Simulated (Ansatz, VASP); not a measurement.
Sb in VASP and in Ansatz

```
Sb
1.0
     2.15837    1.24614    3.67275
    -2.15837    1.24614    3.67275
     0.00000   -2.49228    3.67275
Sb
2
Direct
  0.23717 0.23717 0.23717
  0.76283 0.76283 0.76283
```

Alike in both runs: functional PBE; dispersion D3(BJ); k mesh 12 × 12 × 12; occupations fermi-dirac, width 0.15 eV; no spin polarisation.

Ansatz relaxed the structure, and its values are those at the end. VASP's run is a single point on that final structure, the one shown.

|  | VASP | Ansatz |
| --- | --- | --- |
| version | VASP 6.6.1 | Ansatz 0.2.0 |
| potentials or method | VASP PAW PBE potentials, release 64 (Sb), cutoff 520 eV | scalar-relativistic, plane waves, PAW |
| valence electrons in the cell | 10 | 30 |

|  | VASP | Ansatz | Ansatz less VASP |
| --- | --- | --- | --- |
| gap on the k mesh at the Fermi level (eV) | none | none | - |
| pressure (GPa) | 0.1 | 0.0 | -0.05 |
| rms of the force components (eV/Å) | 0.020 | 0.000 | -0.0204 |

A gap of «none» marks a metal or a gap that the smearing closes. VASP's potentials hold 10 valence electrons a cell and Ansatz's 30, so a difference there can come from the potentials and not from the codes.

Spin-orbit coupling is off throughout.
